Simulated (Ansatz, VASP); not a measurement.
Al2O3 in VASP and in Ansatz

```xyz
5
Lattice="2.8153 0.0000 0.0000 -1.4076 2.4381 0.0000 0.0000 0.0000 7.1642" Properties=species:S:1:pos:R:3 pbc="T T T"
Al    0.0000    0.0000    1.3665
Al    0.0000    0.0000    5.7977
O     0.0000    1.6254    1.9862
O     1.4076    0.8127    0.0000
O     0.0000    1.6254    5.1780
```

Alike in both runs: task single point; functional PBE; dispersion D3(BJ); k mesh 9 × 9 × 4; occupations gaussian, width 0.05 eV; no spin polarisation.

```csv
,VASP,Ansatz
version,VASP 6.6.1,Ansatz 0.2.0
potentials or method,"VASP PAW PBE potentials, release 64 (Al, O), cutoff 520 eV","scalar-relativistic, plane waves, PAW"
valence electrons in the cell,24,24
```

Ansatz gave:

| Quantity | Value |
| --- | --- |
| gap on the k mesh at the Fermi level (eV) | 5.26 |
| least direct gap on the mesh (eV) | 5.43 |
| pressure (GPa) | 15.8 |
| traceless stress, the component that is largest in VASP (GPa) | -4.09 |
| rms of the force components (eV/Å) | 0.718 |

Problem. What did VASP give for the same quantities?

Solution. gap on the k mesh at the Fermi level (eV): 5.24; least direct gap on the mesh (eV): 5.42; pressure (GPa): 16.0; traceless stress, the component that is largest in VASP (GPa): -4.42; rms of the force components (eV/Å): 0.701.

Atom by atom the forces differ by 0.018 eV/Å (rms over components).
